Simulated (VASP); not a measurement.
Wanted: the native input for a VASP 6.6.1 run.

```yaml
Task: single point
Functional: r2SCAN
Potentials_or_basis: VASP PAW PBE potentials, release 64 (In_d, P)
Cutoff: 520 eV
k_mesh: 8 × 8 × 8
Occupations: gaussian, width 0.05 eV
Spin: no spin polarisation
Dipole_correction: no
Further_INCAR_settings: ALGO = Normal; EDIFF = 1e-07; NBANDS = 16
```

The system is InP.

```
CELL_PARAMETERS angstrom
0.00000 2.95357 3.08648
2.95357 0.00000 3.08648
2.95357 2.95357 0.00000
ATOMIC_POSITIONS crystal
In 0.00000 0.00000 0.00000
P 0.75000 0.75000 0.75000
```

This cell differs from its parent crystal: strain +0.0450 x Voigt [0, 0, 1, 0, 0, 0].

One way to write it, as run:

POSCAR

```
InP
1.0
    0.0000000000      2.9535689347      3.0864795368
    2.9535689347      0.0000000000      3.0864795368
    2.9535689347      2.9535689347      0.0000000000
In P
1 1
Direct
    0.0000000000      0.0000000000      0.0000000000
    0.7500000000      0.7500000000      0.7500000000
```

INCAR.step1

```
SYSTEM = InP
  PREC = Accurate
  ENCUT = 520
  ISMEAR = 0
  SIGMA = 0.05
  LREAL = .False.
  LASPH = .True.
  NELM = 100
  NBANDS = 16
  GGA = PE
  ALGO = Normal
  EDIFF = 1E-4
  LWAVE = .True.
  LCHARG = .False.
```

INCAR.step2

```
SYSTEM = InP
  PREC = Accurate
  ENCUT = 520
  EDIFF = 1E-7
  ISMEAR = 0
  SIGMA = 0.05
  LREAL = .False.
  LASPH = .True.
  NELM = 100
  ALGO = Normal
  ISIF = 2
  LWAVE = .False.
  LCHARG = .True.
  METAGGA = R2SCAN
  LMIXTAU = .True.
  LELF = .True.
  LVHAR = .True.
  NBANDS = 16
  ISTART = 1
```

KPOINTS

```
Automatic mesh
0
Gamma
  8 8 8
  0 0 0
```

Potentials or basis: VASP PAW PBE potentials, release 64 (In_d, P).

Run with:

```sh
$ cat potpaw_PBE.64/In_d/POTCAR potpaw_PBE.64/P/POTCAR > POTCAR
$ cp INCAR.step1 INCAR
$ mpirun -np 1 vasp_std > vasp.out
$ cp INCAR.step2 INCAR
$ mpirun -np 1 vasp_std > vasp.out
```

Results of the run:

| Quantity | Value |
| --- | --- |
| Pressure | -2.9 GPa |
| Band gap on the k mesh | 0.69 eV, direct |

Caveat: the cell differs from its parent crystal (strain +0.0450 x Voigt [0, 0, 1, 0, 0, 0]); the PAW data sets were made with another functional, which shifts forces and pressure a little; spin-orbit coupling is left out, which moves the levels of the heavy elements.

Wall time 2.3 min on 1 thread of Intel(R) Xeon(R) Platinum 8488C (Sapphire Rapids), with other jobs on the host, peak memory 0.21 GiB.
